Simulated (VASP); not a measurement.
# ZrB2: single point with PBE

Crystal: ZrB2.

```xyz
3
Lattice="3.1700 0.0000 0.0000 -1.5850 2.7453 0.0000 0.0000 0.0000 3.5330" Properties=species:S:1:pos:R:3 pbc="T T T"
Zr    0.0000    0.0000    0.0000
B     0.0000    1.8302    1.7665
B     1.5850    0.9151    1.7665
```

```yaml
Program: VASP 6.6.1
Task: single point
Functional: PBE
Potentials_or_basis: VASP PAW PBE potentials, release 64 (Zr_sv, B)
Cutoff: 500 eV
k_mesh: 8 × 8 × 4
Occupations: fermi-dirac, width 0.1 eV
Spin: no spin polarisation
```

The pressure is 1.1 GPa. The band gap on the k mesh is zero (band 9 reaches 10.86 eV, above the bottom of band 10 at 10.47 eV).

Stress tensor (GPa, compression positive):
```
0.97 0.00 0.00
0.00 0.97 0.00
0.00 0.00 1.42
```

Levels at points of the mesh, in eV from the Fermi level:
```csv
k point,band 6,band 7,band 8,band 9,band 10,band 11,band 12,band 13
"(0.00, 0.00, 0.00)",-2.52,-2.52,-2.48,-2.24,3.51,3.51,4.28,4.28
"(0.50, 0.00, 0.00)",-8.41,-3.79,-2.95,-2.58,2.33,2.41,5.03,5.10
"(0.00, 0.00, 0.50)",-6.86,-0.86,-0.86,0.43,0.43,0.89,0.89,1.94
"(0.50, 0.00, 0.50)",-6.89,-4.50,-4.02,-1.90,3.85,4.18,5.40,6.34
```

Run time: 9.1 s on 1 thread of Intel Xeon 6975P-C (shared host), peak memory 0.14 GiB.

Caveat: the k points lie up to 0.44 Å⁻¹ apart.
